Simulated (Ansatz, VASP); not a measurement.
## SiO2 in VASP and in Ansatz

```
CELL_PARAMETERS angstrom
4.17230 0.00000 0.00000
0.00000 4.17230 0.00000
0.00000 0.00000 2.77050
ATOMIC_POSITIONS crystal
Si 0.50000 0.50000 0.50000
Si 0.00000 0.00000 0.00000
O 0.69301 0.69301 0.00000
O 0.19301 0.80699 0.50000
O 0.30699 0.30699 0.00000
O 0.80699 0.19301 0.50000
```

Alike in both runs: task single point; functional PBE; k mesh 6 × 6 × 8; occupations gaussian, width 0.05 eV; no spin polarisation.

|  | VASP | Ansatz |
| --- | --- | --- |
| version | VASP 6.6.1 | Ansatz 0.2.0 |
| potentials or method | VASP PAW PBE potentials, release 64 (Si, O), cutoff 520 eV | scalar-relativistic, plane waves, PAW |
| valence electrons in the cell | 32 | 32 |

```csv
,VASP,Ansatz,Ansatz less VASP
gap on the k mesh at the Fermi level (eV),4.85,4.87,+0.019
least direct gap on the mesh (eV),4.85,4.87,+0.019
pressure (GPa),-1.3,-1.6,-0.26
"traceless stress, the component that is largest in VASP (GPa)",-11.98,-12.33,-0.354
rms of the force components (eV/Å),0.153,0.148,-0.0043
```

Atom by atom the forces differ by 0.004 eV/Å (rms over components). The functional is the same, so the differences come from potentials, cutoffs and numerics.
